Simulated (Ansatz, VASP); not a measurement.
# AlCu in VASP and in Ansatz

File INCAR:

```
SYSTEM = AlCu
ALGO = Fast
EDIFF = 1E-7
ENCUT = 520
GGA = PS
ISIF = 2
ISMEAR = 0
LASPH = .True.
LCHARG = .False.
LREAL = .False.
LWAVE = .False.
NBANDS = 14
NELM = 80
PREC = Accurate
SIGMA = 0.15
```

KPOINTS

```
k-points
0
Gamma
  16 16 16
  0 0 0
```

File POSCAR:

```
AlCu
1.0
    2.9975090000      0.0074937725      0.0000000000
    0.0074937725      2.9975090000      0.0000000000
    0.0000000000      0.0000000000      2.9975090000
Al Cu
1 1
Direct
    0.0000000000      0.0000000000      0.0000000000
    0.5000000000      0.5000000000      0.5000000000
```

Input for Ansatz:

```yaml
crystal:
  lattice:
    - [2.997509, 0.0074937725, 0.0]
    - [0.0074937725, 2.997509, 0.0]
    - [0.0, 0.0, 2.997509]
  atoms:
    - { symbol: Al, position: [0.0, 0.0, 0.0] }
    - { symbol: Cu, position: [0.5, 0.5, 0.5] }
basis:
  ecutwfc: 420
kpoints:
  mp_grid: { grid: [16, 16, 16] }
hamiltonian:
  xc: pbesol
scf:
  occupations: { method: gaussian, width: 0.15 }
output:
  forces: true
  stress: true
  eigenvalues: true
```

Change from the starting cell: strain +0.0050 x Voigt [0, 0, 0, 0, 0, 1], atoms carried along.

Alike in both runs: task single point; functional PBEsol; k mesh 16 × 16 × 16; occupations gaussian, width 0.15 eV; no spin polarisation.

```csv
,VASP,Ansatz
version,VASP 6.6.1,Ansatz 0.2.0
potentials or method,"VASP PAW PBE potentials, release 64 (Al, Cu), cutoff 520 eV","scalar-relativistic, plane waves, PAW"
valence electrons in the cell,14,22
```

VASP gave:

| Quantity | Value |
| --- | --- |
| gap on the k mesh at the Fermi level (eV) | none |
| pressure (GPa) | -4.4 |
| traceless stress, the component that is largest in VASP (GPa) | -0.14 |

Task: Which values does Ansatz return?

Result: gap on the k mesh at the Fermi level (eV): none; pressure (GPa): -4.8; traceless stress, the component that is largest in VASP (GPa): -0.14.

VASP's potentials were made for PBE, not for PBEsol. A gap of «none» marks a metal or a gap that the smearing closes. VASP's potentials hold 14 valence electrons a cell and Ansatz's 22, so a difference there can come from the potentials and not from the codes.
